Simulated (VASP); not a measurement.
Set up this calculation in VASP 6.6.1, as the native input.

| Property | Result |
| --- | --- |
| Task | single point |
| Functional | PBE |
| Potentials or basis | VASP PAW PBE potentials, release 64 (Pt, Sb) |
| Cutoff | 520 eV |
| k mesh | 10 × 10 × 6 |
| Occupations | gaussian, width 0.05 eV |
| Spin | no spin polarisation |
| Dipole correction | no |
| Further INCAR settings | ALGO = Normal; EDIFF = 1e-06; NBANDS = 17 |

The structure of Sb2Pt lies in POSCAR:

```
Sb2Pt
1.0
    3.9373297592      0.0000000000      0.0000000000
   -1.9686648796      3.4098275946      0.0000000000
    0.0000000000      0.0000000000      5.2509653515
Pt Sb
1 2
Direct
    0.0000000000      0.0000000000      0.0000000000
    0.3333333333      0.6666666667      0.2767345829
    0.6666666667      0.3333333333      0.7232654171
```

These files were run (other wordings do the same):

INCAR

```
ALGO = Normal
EDIFF = 1E-6
ENCUT = 520
GGA = PE
ISIF = 2
ISMEAR = 0
LASPH = True
LCHARG = False
LREAL = False
LWAVE = False
NBANDS = 17
NELM = 80
PREC = Accurate
SIGMA = 0.05
```

KPOINTS

```
k-points
0
Gamma
  10 10 6
```

Potentials or basis: VASP PAW PBE potentials, release 64 (Pt, Sb).

Run with:

```sh
$ cat potpaw_PBE.64/Pt/POTCAR potpaw_PBE.64/Sb/POTCAR > POTCAR
$ mpirun -np 1 vasp_std > vasp.out
```

It gave:

```
Pressure               : 2.3 GPa
Largest force          : 0.030 eV/Å
Band gap on the k mesh : zero (bands 10 and 11 overlap by 3.55 eV)
```

Caveat: spin-orbit coupling is left out, which moves the levels of the heavy elements.

Run time: 110 s on 1 thread of Intel Xeon 8259CL, with other jobs on the host, peak memory 0.24 GiB.
